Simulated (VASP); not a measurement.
# TaBe2 (Fd-3m) in VASP: a series of runs

Runs on TaBe2. Level: LDA. Tasks: single point.

All numbers are computed with VASP 6.6.1; they aren't measurements. Logs are shortened: lines on timing, memory, paths and dates and some standing lists are left out, and cuts for length are marked.

### Step 1. The cell of the first run

It takes space group Fd-3m (No. 227, cubic). The conventional cell has a = 6.379 Å, b = 6.379 Å, c = 6.379 Å, α = 90.00°, β = 90.00°, γ = 90.00°. Ta (site symmetry -43m) has 12 Be at 2.64 Å and 4 Ta at 2.76 Å within 3.5 Å. Within 3.0 Å of Be (site symmetry -3m) lie 6 Be at 2.26 Å and 6 Ta at 2.64 Å.

### Step 2. Single point, LDA

File INCAR:

```
PREC     = Accurate       # precision mode
ENCUT    = 520            # plane-wave cutoff, eV
EDIFF    = 1E-6           # SCF threshold, eV
ISMEAR   = 1              # smearing method
SIGMA    = 0.05           # smearing width, eV
LREAL    = F              # projectors in reciprocal space
LASPH    = T              # aspherical terms in the spheres
NELM     = 80             # most SCF steps
ALGO     = Normal         # electronic algorithm
ISIF     = 2              # what is computed and relaxed
LWAVE    = F              # write WAVECAR
LCHARG   = F              # write CHGCAR
NBANDS   = 24             # bands
```

File KPOINTS:

```
regular mesh
0
Gamma
  6 6 6
```

File POSCAR:

```
TaBe2
1.0
    0.0000000000      3.1894011054      3.1894011054
    3.1894011054      0.0000000000      3.1894011054
    3.1894011054      3.1894011054      0.0000000000
Ta Be
2 4
Direct
    0.7500000000      0.7500000000      0.7500000000
    0.5000000000      0.5000000000      0.5000000000
    0.1250000000      0.6250000000      0.1250000000
    0.1250000000      0.1250000000      0.6250000000
    0.6250000000      0.1250000000      0.1250000000
    0.1250000000      0.1250000000      0.1250000000
```

Potentials or basis: VASP PAW LDA potentials, release 64 (Ta_pv, Be).

The run is started by

```console
$ cat potpaw_LDA.64/Ta_pv/POTCAR potpaw_LDA.64/Be/POTCAR > POTCAR
$ mpirun -np 1 vasp_std > vasp.out
```

OUTCAR:

```text
PREC = Accurate
   ENCUT = 520
   EDIFF = 1E-6
   ISMEAR = 1
   LREAL = F
   LASPH = T
   NELM = 80
   ISIF = 2

 ion  position               nearest neighbor table
   1  0.750  0.750  0.750-   3 2.64   4 2.64   5 2.64   3 2.64   5 2.64   6 2.64   4 2.64   5 2.64
                             6 2.64   3 2.64   4 2.64   6 2.64   2 2.76   2 2.76   2 2.76   2 2.76
   2  0.500  0.500  0.500-   3 2.64   4 2.64   6 2.64   4 2.64   5 2.64   6 2.64   3 2.64   5 2.64
                             6 2.64   3 2.64   4 2.64   5 2.64   1 2.76   1 2.76   1 2.76   1 2.76
   3  0.125  0.625  0.125-   6 2.26   4 2.26   4 2.26   5 2.26   6 2.26   5 2.26   1 2.64   1 2.64
                             2 2.64   1 2.64   2 2.64   2 2.64
   4  0.125  0.125  0.625-   6 2.26   3 2.26   5 2.26   6 2.26   3 2.26   5 2.26   1 2.64   2 2.64
                             2 2.64   1 2.64   2 2.64   1 2.64
   5  0.625  0.125  0.125-   6 2.26   4 2.26   3 2.26   3 2.26   4 2.26   6 2.26   1 2.64   2 2.64
                             1 2.64   2 2.64   1 2.64   2 2.64
   6  0.125  0.125  0.125-   3 2.26   4 2.26   5 2.26   4 2.26   3 2.26   5 2.26   2 2.64   1 2.64
                             2 2.64   1 2.64   2 2.64   1 2.64

  LATTYP: Found a face centered cubic cell.
 ALAT       =     6.3788022108

  Lattice vectors:

 A1 = (   0.0000000000,   3.1894011054,   3.1894011054)
 A2 = (   3.1894011054,   0.0000000000,   3.1894011054)
 A3 = (   3.1894011054,   3.1894011054,   0.0000000000)

Analysis of symmetry for initial positions (statically):
=====================================================================
 Subroutine PRICEL returns:
 Original cell was already a primitive cell.

 Routine SETGRP: Setting up the symmetry group for a
 face centered cubic supercell.

 Subroutine GETGRP returns: Found 48 space group operations
 (whereof 24 operations were pure point group operations)
 out of a pool of 48 trial point group operations.

The static configuration has the point symmetry T_d .
 The point group associated with its full space group is O_h .

Analysis of symmetry for dynamics (positions and initial velocities):
=====================================================================
 Subroutine PRICEL returns:
 Original cell was already a primitive cell.

 Routine SETGRP: Setting up the symmetry group for a
 face centered cubic supercell.

 Subroutine GETGRP returns: Found 48 space group operations
 (whereof 24 operations were pure point group operations)
 out of a pool of 48 trial point group operations.

The dynamic configuration has the point symmetry T_d .
 The point group associated with its full space group is O_h .

 Subroutine INISYM returns: Found 48 space group operations
[... 103 lines left out ...]
   ISYM   =      2    0-nonsym 1-usesym 2-fastsym
   POTIM  = 0.5000    time-step for ionic-motion
   TEBEG  =    0.0;   TEEND  =   0.0 temperature during run
   PSTRESS=    0.0 pullay stress
   NELECT =      30.0000    total number of electrons
   NUPDOWN=      -1.0000    fix difference up-down
   EMIN   =  10.00;   EMAX   =-10.00  energy-range for DOS
   EFERMI =   0.00;   METHOD = LEGACY
   ISMEAR =     1;   SIGMA  =   0.05  broadening in eV -4-tet -1-fermi 0-gaus
   EFERMI_NEDOS =   21; number of points for ismear=-14 and -15
   IALGO  =     38    algorithm
   IMIX   =      4    mixing-type and parameters
     AMIX     =   0.40;   BMIX     =  1.00
     AMIX_MAG =   1.60;   BMIX_MAG =  1.00
  volume/ion in A,a.u.               =      10.81        72.98
  Fermi-wavevector in a.u.,A,eV,Ry     =   1.265890  2.392186 21.803044  1.602479
  Thomas-Fermi vector in A             =   2.399120
   LORBIT       =      0    0 simple, 1 ext, 2 COOP (PROOUT), +10 PAW based schemes
   GGA     = CA    functional components
   LHFCALC =     F    Hartree Fock is set to
   AEXX    =    0.0000 exact exchange contribution
   IVDW    =     0    specifies the selected vdW correction
   LEPSILON=     F    determine dielectric tensor
   LRPA    =     F    only Hartree local field effects (RPA)
 non-spin polarized calculation
 Methfessel and Paxton  Order N= 1 SIGMA  =   0.05
  energy-cutoff  :      520.00
  volume of cell :       64.89
 maximum number of plane-waves:      1807
 NGX is ok and might be reduce to    36
   NGX = 17   NGY = 17   NGZ = 17

 number of electron      30.0000000 magnetization

 Free energy of the ion-electron system (eV)
  ---------------------------------------------------
  ext. energy  EPLUGINS =         0.00000000
  ---------------------------------------------------
  free energy    TOTEN  =       -43.45201252 eV

  energy without entropy =      -43.45145369  energy(sigma->0) =      -43.45182624

 E-fermi :   5.7452     XC(G=0): -11.9576

 val. band max:        5.7244087707   @ k =  -0.3333   0.3333   0.1667
 cond. band min:       5.7811775341   @ k =   0.5000   0.5000   0.0000
 fundamental gap:      0.0567687634
 Fermi energy:         5.7452135548

 k-point     1 :       0.0000    0.0000    0.0000
  band No.  band energies     occupation
      1     -27.7269      2.00000
      2     -27.7269      2.00000
      3     -27.7269      2.00000
      4     -27.1637      2.00000
      5     -27.1637      2.00000
      6     -27.1637      2.00000
[... 421 lines left out ...]
     23      13.9602      0.00000
     24      13.9602      0.00000

------------------------ aborting loop because EDIFF is reached ----------------------------------------

  FORCE on cell =-STRESS in cart. coord.  units (eV):
  Direction    XX          YY          ZZ          XY          YZ          ZX
  --------------------------------------------------------------------------------------
  -------------------------------------------------------------------------------------
  Total        1.6634693      1.6634693      1.6634693      0.0000000      0.0000000      0.0000000
  in kB       41.0740909     41.0740909     41.0740909      0.0000000      0.0000000      0.0000000
  external PRESSURE =      41.0740909 kB  Pullay stress =       0.0000000 kB

 VOLUME and BASIS-vectors are now :
 -----------------------------------------------------------------------------
  energy-cutoff  :      520.00
  volume of cell :       64.89
      direct lattice vectors                 reciprocal lattice vectors
     0.000000000  3.189401105  3.189401105    -0.156769244  0.156769244  0.156769244
     3.189401105  0.000000000  3.189401105     0.156769244 -0.156769244  0.156769244
     3.189401105  3.189401105  0.000000000     0.156769244  0.156769244 -0.156769244

 POSITION                                       TOTAL-FORCE (eV/Angst)
 -----------------------------------------------------------------------------------
      4.78410      4.78410      4.78410        -0.000000     -0.000000     -0.000000
      3.18940      3.18940      3.18940         0.000000      0.000000      0.000000
      2.39205      0.79735      2.39205        -0.000000     -0.000000      0.000000
      2.39205      2.39205      0.79735        -0.000000     -0.000000     -0.000000
      0.79735      2.39205      2.39205        -0.000000     -0.000000     -0.000000
      0.79735      0.79735      0.79735        -0.000000     -0.000000      0.000000
 -----------------------------------------------------------------------------------
    total drift:                                0.000000      0.000000      0.000000

  FREE ENERGIE OF THE ION-ELECTRON SYSTEM (eV)
  ---------------------------------------------------
  free  energy   TOTEN  =       -43.4520125172 eV

  energy  without entropy=      -43.4514536938  energy(sigma->0) =      -43.45182624
```

Run time: 18 s. Hardware: 1 thread of Intel Xeon Platinum 8259CL at 2.50GHz (Skylake/Cascade Lake), shared host; peak memory 0.18 GiB.

What came out:

```
Free energy            : -43.4520 eV
Pressure               : 4.1 GPa
Band gap on the k mesh : zero (band 15 reaches 5.89 eV, above the bottom of band 16 at 4.42 eV)
```

Levels at points of the mesh, in eV from the Fermi level:
```csv
k point,band 12,band 13,band 14,band 15,band 16,band 17,band 18,band 19
"(0.00, 0.00, 0.00)",-2.25,-2.25,-1.33,-1.33,-1.33,4.45,4.87,4.87
"(0.50, 0.00, 0.00)",-1.69,-1.69,-0.93,-0.15,-0.15,3.07,3.07,4.55
"(0.50, 0.50, 0.00)",-2.00,-0.04,-0.04,0.04,0.04,2.14,2.14,2.54
```

Caveat: spin-orbit coupling is left out, which moves the levels of the heavy elements.

### Step 3. Single point, LDA

This run uses another cell than the first one, of 11.04 Å³/atom, 1.021 times its volume.

File INCAR:

```
PREC = Accurate
ENCUT = 520
EDIFF = 1E-6
ISMEAR = 1
SIGMA = 0.05
LREAL = F
LASPH = T
NELM = 100
ALGO = Normal
ISIF = 2
LWAVE = F
LCHARG = F
GGA = CA
NBANDS = 24
```

KPOINTS is that of step 2.

POSCAR: that of step 2 with these lines changed.

```diff
@@ -2,5 +2,5 @@
 1.0
-    0.0000000000      3.1894011054      3.1894011054
-    3.1894011054      0.0000000000      3.1894011054
-    3.1894011054      3.1894011054      0.0000000000
+    0.0000000000      3.2118624166      3.2118624166
+    3.2118624166      0.0000000000      3.2118624166
+    3.2118624166      3.2118624166      0.0000000000
 Ta Be
```

Potentials or basis: VASP PAW LDA potentials, release 64 (Ta_pv, Be).

The run is started by

```console
$ cat potpaw_LDA.64/Ta_pv/POTCAR potpaw_LDA.64/Be/POTCAR > POTCAR
$ mpirun -np 1 vasp_std > vasp.out
```

Wall time 19 s (1 thread of Intel Xeon Platinum 8259CL at 2.50GHz (Skylake/Cascade Lake), shared host); peak memory 0.18 GiB.

It converged, with:

```yaml
Free_energy: -43.4708 eV
Pressure: 0.2 GPa
Band_gap_on_the_k_mesh: zero (band 15 reaches 5.74 eV, above the bottom of band 16 at 4.27 eV)
```

Levels at points of the mesh, in eV from the Fermi level:
```csv
k point,band 11,band 12,band 13,band 14,band 15,band 16,band 17,band 18,band 19,band 20
"(0.00, 0.00, 0.00)",-2.19,-2.19,-2.19,-1.30,-1.30,-1.30,4.33,4.77,4.77,6.68
"(0.50, 0.00, 0.00)",-2.43,-1.62,-1.62,-0.91,-0.15,-0.15,3.03,3.03,4.47,5.37
"(0.50, 0.50, 0.00)",-1.97,-1.97,0.00,0.00,0.03,0.03,2.13,2.13,2.52,2.52
```

Caveat: spin-orbit coupling is left out, which moves the levels of the heavy elements.
